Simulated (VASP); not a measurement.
# GaSb3 (I4mm) in VASP: single point with PBE+D3(BJ)

Aim: the single point of GaSb3 with PBE+D3(BJ).

Everything below comes from runs of VASP 6.6.1. Logs are shortened: lines on timing, memory, paths and dates and some standing lists are left out, and cuts for length are marked.

## Step 1: The cell of the first run

It takes space group I4mm (No. 107, tetragonal). The conventional cell has a = 5.159 Å, b = 5.159 Å, c = 7.296 Å, α = 90.00°, β = 90.00°, γ = 90.00°. Within 4.1 Å of Ga (site symmetry 4mm) lie 14 Sb at 3.15 to 3.66 Å. Sb (site symmetry 2mm) has 4 Ga at 3.15 to 3.17 Å and 10 Sb at 3.16 to 3.65 Å within 4.1 Å. Sb (site symmetry 4mm) has 8 Sb at 3.16 Å and 6 Ga at 3.63 to 3.66 Å within 4.2 Å.

## Step 2: Single point, PBE+D3(BJ) (atom 1 (Ga) moved +0.017 Å along Cartesian [1 0 0])

Input file INCAR:

```
  PREC = Accurate
  ENCUT = 520
  EDIFF = 1E-6
  ISMEAR = 0
  SIGMA = 0.15
  LREAL = False
  LASPH = True
  NELM = 80
  ALGO = Normal
  ISIF = 2
  LWAVE = False
  LCHARG = False
  GGA = PE
  IVDW = 12
  NBANDS = 22
```

Input file KPOINTS:

```
Automatic mesh
0
Gamma
  12 12 12
```

Input file POSCAR:

```
GaSb3
1.0
    0.0000000000      3.6478901005      3.6478901005
    3.6478901005      0.0000000000      3.6478901005
    3.6478901005      3.6478901005      0.0000000000
Ga Sb
1 3
Direct
   -0.0022889944      0.0022889944      0.0022889944
    0.2500000000      0.2500000000      0.2500000000
    0.7500000000      0.7500000000      0.7500000000
    0.5000000000      0.5000000000      0.5000000000
```

Potentials or basis: VASP PAW PBE potentials, release 64 (Ga_d, Sb).

Started as:

```bash
> cat potpaw_PBE.64/Ga_d/POTCAR potpaw_PBE.64/Sb/POTCAR > POTCAR
> mpirun -np 1 vasp_std > vasp.out
```

OUTCAR:

```text
PREC = Accurate
   ENCUT = 520
   EDIFF = 1E-6
   ISMEAR = 0
   LREAL = False
   LASPH = True
   NELM = 80
   ISIF = 2
   GGA = PE
   IVDW = 12
 IVDW          = 12

 ion  position               nearest neighbor table
   1  0.998  0.002  0.002-   3 3.15   3 3.15   2 3.15   2 3.15   3 3.17   2 3.17   2 3.17   3 3.17

   2  0.250  0.250  0.250-   1 3.15   1 3.15   4 3.16   4 3.16   4 3.16   4 3.16   1 3.17   1 3.17
                             3 3.65   3 3.65   3 3.65   3 3.65   3 3.65   3 3.65
   3  0.750  0.750  0.750-   1 3.15   1 3.15   4 3.16   4 3.16   4 3.16   4 3.16   1 3.17   1 3.17
                             2 3.65   2 3.65   2 3.65   2 3.65   2 3.65   2 3.65
   4  0.500  0.500  0.500-   2 3.16   3 3.16   2 3.16   2 3.16   2 3.16   3 3.16   3 3.16   3 3.16

  LATTYP: Found a face centered cubic cell.
 ALAT       =     7.2957802010

  Lattice vectors:

 A1 = (   0.0000000000,   3.6478901005,   3.6478901005)
 A2 = (   3.6478901005,   0.0000000000,   3.6478901005)
 A3 = (   3.6478901005,   3.6478901005,   0.0000000000)

Analysis of symmetry for initial positions (statically):
=====================================================================
 Subroutine PRICEL returns:
 Original cell was already a primitive cell.

 Routine SETGRP: Setting up the symmetry group for a
 face centered cubic supercell.

 Subroutine GETGRP returns: Found  8 space group operations
 (whereof  8 operations were pure point group operations)
 out of a pool of 48 trial point group operations.

The static configuration has the point symmetry C_4v.

Analysis of symmetry for dynamics (positions and initial velocities):
=====================================================================
 Subroutine PRICEL returns:
 Original cell was already a primitive cell.

 Routine SETGRP: Setting up the symmetry group for a
 face centered cubic supercell.

 Subroutine GETGRP returns: Found  8 space group operations
 (whereof  8 operations were pure point group operations)
 out of a pool of 48 trial point group operations.

The dynamic configuration has the point symmetry C_4v.

 Subroutine INISYM returns: Found  8 space group operations
 (whereof  8 operations are pure point group operations),
 and found     1 'primitive' translations

----------------------------------------------------------------------------------------

                                     Primitive cell

  volume of cell :      97.0857
[... 92 lines left out ...]
   NELM   =     80;   NELMIN=  2; NELMDL= -5     # of ELM steps
   EDIFF  = 0.1E-05   stopping-criterion for ELM
   LREAL  =      F    real-space projection
   EDIFFG = 0.1E-04   stopping-criterion for IOM
   NSW    =      0    number of steps for IOM
   IBRION =     -1    ionic relax: 0-MD 1-quasi-New 2-CG
   NFREE  =      0    steps in history (QN), initial steepest desc. (CG)
   ISIF   =      2    stress and relaxation
   ISYM   =      2    0-nonsym 1-usesym 2-fastsym
   POTIM  = 0.5000    time-step for ionic-motion
   TEBEG  =    0.0;   TEEND  =   0.0 temperature during run
   PSTRESS=    0.0 pullay stress
   NELECT =      28.0000    total number of electrons
   NUPDOWN=      -1.0000    fix difference up-down
   EMIN   =  10.00;   EMAX   =-10.00  energy-range for DOS
   EFERMI =   0.00;   METHOD = LEGACY
   ISMEAR =     0;   SIGMA  =   0.15  broadening in eV -4-tet -1-fermi 0-gaus
   EFERMI_NEDOS =   21; number of points for ismear=-14 and -15
   IALGO  =     38    algorithm
   IMIX   =      4    mixing-type and parameters
     AMIX     =   0.40;   BMIX     =  1.00
     AMIX_MAG =   1.60;   BMIX_MAG =  1.00
  volume/ion in A,a.u.               =      24.27       163.79
  Fermi-wavevector in a.u.,A,eV,Ry     =   1.081623  2.043970 15.917558  1.169908
  Thomas-Fermi vector in A             =   2.217644
   LORBIT       =      0    0 simple, 1 ext, 2 COOP (PROOUT), +10 PAW based schemes
   GGA     = PE    functional components
   LHFCALC =     F    Hartree Fock is set to
   AEXX    =    0.0000 exact exchange contribution
   IVDW    =    12    specifies the selected vdW correction
   LEPSILON=     F    determine dielectric tensor
   LRPA    =     F    only Hartree local field effects (RPA)
 non-spin polarized calculation
 Gauss-broadening in eV      SIGMA  =   0.15
  energy-cutoff  :      520.00
  volume of cell :       97.09
 maximum number of plane-waves:      2685
   NGX = 19   NGY = 19   NGZ = 19

 number of electron      27.9999996 magnetization

 Free energy of the ion-electron system (eV)
  ---------------------------------------------------
  ext. energy  EPLUGINS =         0.00000000
  ---------------------------------------------------
  free energy    TOTEN  =       -14.48900093 eV

  energy without entropy =      -14.46452453  energy(sigma->0) =      -14.47676273

 E-fermi :   8.2570     XC(G=0): -10.4915

 val. band max:        8.2419873088   @ k =   0.0000   0.4167   0.2500
 cond. band min:       8.2803910430   @ k =   0.3333   0.1667  -0.4167
 fundamental gap:      0.0384037342
 Fermi energy:         8.2570042221

 k-point     1 :       0.0000    0.0000    0.0000
  band No.  band energies     occupation
      1      -6.5600      2.00000
      2      -6.5600      2.00000
      3      -6.5600      2.00000
      4      -6.5441      2.00000
      5      -6.5440      2.00000
      6      -4.6660      2.00000
[... 589 lines left out ...]
     21      13.6928      0.00000
     22      14.2171      0.00000

 [... further k-points ...]

------------------------ aborting loop because EDIFF is reached ----------------------------------------

 Edisp (eV)   -1.91743

 E8    (eV) :    -0.8850

  FORCE on cell =-STRESS in cart. coord.  units (eV):
  Direction    XX          YY          ZZ          XY          YZ          ZX
  --------------------------------------------------------------------------------------
  -------------------------------------------------------------------------------------
  Total       0.17826     0.17946     0.17946    -0.00000     0.00000    -0.00000
  in kB       2.94180     2.96162     2.96162    -0.00000     0.00000    -0.00000
  external pressure =        2.96 kB  Pullay stress =        0.00 kB

 VOLUME and BASIS-vectors are now :
 -----------------------------------------------------------------------------
  energy-cutoff  :      520.00
  volume of cell :       97.09
      direct lattice vectors                 reciprocal lattice vectors
     0.000000000  3.647890101  3.647890101    -0.137065533  0.137065533  0.137065533
     3.647890101  0.000000000  3.647890101     0.137065533 -0.137065533  0.137065533
     3.647890101  3.647890101  0.000000000     0.137065533  0.137065533 -0.137065533

 POSITION                                       TOTAL-FORCE (eV/Angst)
 -----------------------------------------------------------------------------------
      0.01670      3.64789      3.64789        -0.029637      0.000000      0.000000
      1.82395      1.82395      1.82395         0.005381      0.000000      0.000000
      5.47184      5.47184      5.47184         0.005381     -0.000000     -0.000000
      3.64789      3.64789      3.64789         0.018875      0.000000      0.000000
 -----------------------------------------------------------------------------------
    total drift:                                0.000305      0.000002      0.000002

  FREE ENERGIE OF THE ION-ELECTRON SYSTEM (eV)
  ---------------------------------------------------
  free  energy   TOTEN  =       -16.4064335352 eV

  energy  without entropy=      -16.3819571300  energy(sigma->0) =      -16.39419533
```

Wall time 2.2 min (1 thread of AMD EPYC 9R45 (Zen 5), shared host); peak memory 0.45 GiB.

Results:

* Free energy: -16.4064 eV
* Pressure: 0.3 GPa
* Largest force: 0.030 eV/Å
* Band gap on the k mesh: zero (bands 14 and 15 overlap by 4.14 eV)
* Dispersion energy per atom: -0.479 eV

Forces in eV/Å, atoms in the order of the input:
```
Ga  -0.030  0.000  0.000
Sb   0.005  0.000  0.000
Sb   0.005  0.000  0.000
Sb   0.019  0.000  0.000
```

Levels at points of the mesh, in eV from the Fermi level:
```csv
k point,band 10,band 11,band 12,band 13,band 14,band 15,band 16,band 17,band 18,band 19
"(0.00, 0.00, 0.00)",-2.74,-2.74,-2.74,-2.56,-2.56,-2.56,-0.78,-0.78,-0.78,3.39
"(0.50, 0.00, 0.00)",-3.78,-3.78,-2.81,-2.81,-0.21,0.14,2.19,2.19,3.04,3.04
"(0.50, 0.50, 0.00)",-5.52,-5.52,0.90,1.17,1.17,1.26,2.02,2.02,2.27,3.96
"(0.00, 0.50, 0.50)",-5.52,-5.52,0.90,1.17,1.17,1.26,2.02,2.02,2.27,3.96
```

Caveat: the cell differs from its parent crystal (atom 1 (Ga) moved +0.017 Å along Cartesian [1 0 0]); spin-orbit coupling is left out, which moves the levels of the heavy elements.

The gap in the log of VASP goes by the Fermi energy; the results here count the filled bands.